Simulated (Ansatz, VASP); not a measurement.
KRu: VASP beside Ansatz

```
K Ru
1.0
     1.41040    0.81429    5.74972
    -1.41040    0.81429    5.74972
     0.00000   -1.62859    5.74972
K Ru
1 1
Direct
  0.00000 0.00000 0.00000
  0.50000 0.50000 0.50000
```

Alike in both runs: functional PBE; k mesh 6 × 6 × 6; occupations gaussian, width 0.1 eV; no spin polarisation.

Ansatz relaxed the structure, and its values are those at the end. VASP's run is a single point on that final structure, the one shown.

|  | VASP | Ansatz |
| --- | --- | --- |
| version | VASP 6.6.1 | Ansatz 0.2.0 |
| potentials or method | VASP PAW PBE potentials, release 64 (K_sv, Ru_pv), cutoff 520 eV | scalar-relativistic, plane waves, PAW |
| valence electrons in the cell | 23 | 25 |

|  | VASP | Ansatz | Ansatz less VASP |
| --- | --- | --- | --- |
| gap on the k mesh at the Fermi level (eV) | none | none | - |
| pressure (GPa) | 0.4 | 0.1 | -0.29 |

A gap of «none» marks a metal or a gap that the smearing closes. VASP's potentials hold 23 valence electrons a cell and Ansatz's 25, so a difference there can come from the potentials and not from the codes.

The k mesh is coarse, so the values compare programs but aren't converged.
